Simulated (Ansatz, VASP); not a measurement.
# MgO in VASP and in Ansatz

Contents of POSCAR:

```
MgO
1.0
    0.0000000000      1.9789804062      2.1021674168
    1.9789804062      0.0000000000      2.1021674168
    1.9789804062      1.9789804062      0.0000000000
Mg O
1 1
Direct
    0.0000000000      0.0000000000      0.0000000000
    0.5000000000      0.5000000000      0.5000000000
```

Contents of INCAR.step1:

```
SYSTEM = MgO
PREC     = Accurate       ! precision mode
ENCUT    = 520            ! plane-wave cutoff, eV
ISMEAR   = 0              ! smearing method
SIGMA    = 0.01           ! smearing width, eV
LREAL    = .FALSE.        ! projectors in reciprocal space
LASPH    = .TRUE.         ! aspherical terms in the spheres
NELM     = 80             ! most SCF steps
NBANDS   = 11             ! bands
GGA      = PE             ! functional
ALGO     = Normal         ! electronic algorithm
EDIFF    = 1E-4           ! SCF threshold, eV
LWAVE    = .TRUE.         ! write WAVECAR
LCHARG   = .FALSE.        ! write CHGCAR
```

INCAR.step2

```
SYSTEM = MgO
PREC     = Accurate       ! precision mode
ENCUT    = 520            ! plane-wave cutoff, eV
EDIFF    = 1E-7           ! SCF threshold, eV
ISMEAR   = 0              ! smearing method
SIGMA    = 0.01           ! smearing width, eV
LREAL    = .FALSE.        ! projectors in reciprocal space
LASPH    = .TRUE.         ! aspherical terms in the spheres
NELM     = 80             ! most SCF steps
ALGO     = Normal         ! electronic algorithm
ISIF     = 2              ! what is computed and relaxed
LWAVE    = .FALSE.        ! write WAVECAR
LCHARG   = .FALSE.        ! write CHGCAR
METAGGA  = R2SCAN         ! meta-GGA
LMIXTAU  = .TRUE.       
NBANDS   = 11             ! bands
ISTART   = 1
```

Contents of KPOINTS:

```
regular mesh
0
G
  10 10 10
  0 0 0
```

Input for Ansatz:

```yaml
crystal:
  lattice:
    - [0.0, 1.9789804062, 2.1021674168]
    - [1.9789804062, 0.0, 2.1021674168]
    - [1.9789804062, 1.9789804062, 0.0]
  atoms:
    - { symbol: Mg, position: [0.0, 0.0, 0.0] }
    - { symbol: O, position: [0.5, 0.5, 0.5] }
kpoints:
  mp_grid: { grid: [10, 10, 10] }
  band_path:
    path:
      - [0.0, 0.0, 0.0]
      - [0.5, 0.0, 0.5]
      - [0.625, 0.25, 0.625]
      - [0.375, 0.375, 0.75]
      - [0.5, 0.5, 0.5]
      - [0.5, 0.25, 0.75]
    npoints: 1
hamiltonian:
  xc: r2scan
scf:
  occupations: { method: fixed }
  n_extra_bands: 4
output:
  forces: true
  stress: true
  eigenvalues: true
```

Change from the starting cell: biaxial_xy strain -5.9%.

Alike in both runs: task single point; functional r2SCAN; k mesh 10 × 10 × 10; no spin polarisation.

|  | VASP | Ansatz |
| --- | --- | --- |
| version | VASP 6.6.1 | Ansatz 0.2.0 |
| potentials or method | VASP PAW PBE potentials, release 64 (Mg, O) | plane waves, PAW |
| plane-wave cutoff (eV) | 520 | 500 |
| occupations | gaussian, width 0.01 eV | fixed |
| valence electrons in the cell | 8 | 16 |

```tsv
	VASP	Ansatz	Ansatz less VASP
gap on the k mesh at the Fermi level (eV)	6.88	6.91	+0.025
pressure (GPa)	26.5	27.5	+1.02
traceless stress, the component that is largest in VASP (GPa)	-15.08	-14.92	+0.162
```

VASP's potentials were made for PBE, not for r2SCAN. VASP's potentials hold 8 valence electrons a cell and Ansatz's 16, so a difference there can come from the potentials and not from the codes.
